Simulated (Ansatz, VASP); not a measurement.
MnSi15 in VASP and in Ansatz

```
CELL_PARAMETERS angstrom
0.00000 5.43700 5.43700
5.43700 0.00000 5.43700
5.43700 5.43700 0.00000
ATOMIC_POSITIONS crystal
Mn 0.00000 0.00000 0.00000
Si 0.99962 0.99962 0.50038
Si 0.99962 0.50038 0.99962
Si 0.99962 0.50038 0.50038
Si 0.50038 0.99962 0.99962
Si 0.50038 0.99962 0.50038
Si 0.50038 0.50038 0.99962
Si 0.50000 0.50000 0.50000
Si 0.12889 0.12889 0.12889
Si 0.12889 0.12889 0.61333
Si 0.12889 0.61333 0.12889
Si 0.12566 0.62478 0.62478
Si 0.61333 0.12889 0.12889
Si 0.62478 0.12566 0.62478
Si 0.62478 0.62478 0.12566
Si 0.62478 0.62478 0.62478
```

Alike in both runs: functional PBEsol; k mesh 3 × 3 × 3; occupations gaussian, width 0.05 eV; collinear spin; Hubbard terms Mn d U = 3.5 eV.

Ansatz relaxed the structure, and its values are those at the end. VASP's run is a single point on that final structure, the one shown.

```csv
,VASP,Ansatz
version,VASP 6.6.1,Ansatz 0.2.0
potentials or method,"VASP PAW PBE potentials, release 64 (Mn_pv, Si), cutoff 520 eV","scalar-relativistic, plane waves, PAW"
valence electrons in the cell,73,75
```

```tsv
	VASP	Ansatz	Ansatz less VASP
gap on the k mesh at the Fermi level (eV)	none	none	-
pressure (GPa)	1.5	1.4	-0.04
rms of the force components (eV/Å)	0.007	0.002	-0.0051
net moment per atom (μB)	0.24	0.24	0.000
size of the moment on the site where the two differ most (μB)	4.00	3.83	-0.173
```

VASP's potentials were made for PBE, not for PBEsol. Site moments also hang on the region over which each program counts them. The programs project onto different local orbitals, so the same U acts differently, and such runs can settle in different states. A gap of «none» marks a metal or a gap that the smearing closes. VASP's potentials hold 73 valence electrons a cell and Ansatz's 75, so a difference there can come from the potentials and not from the codes. Ansatz's warnings: filled band counts differ across k points, stress scf threshold loose.
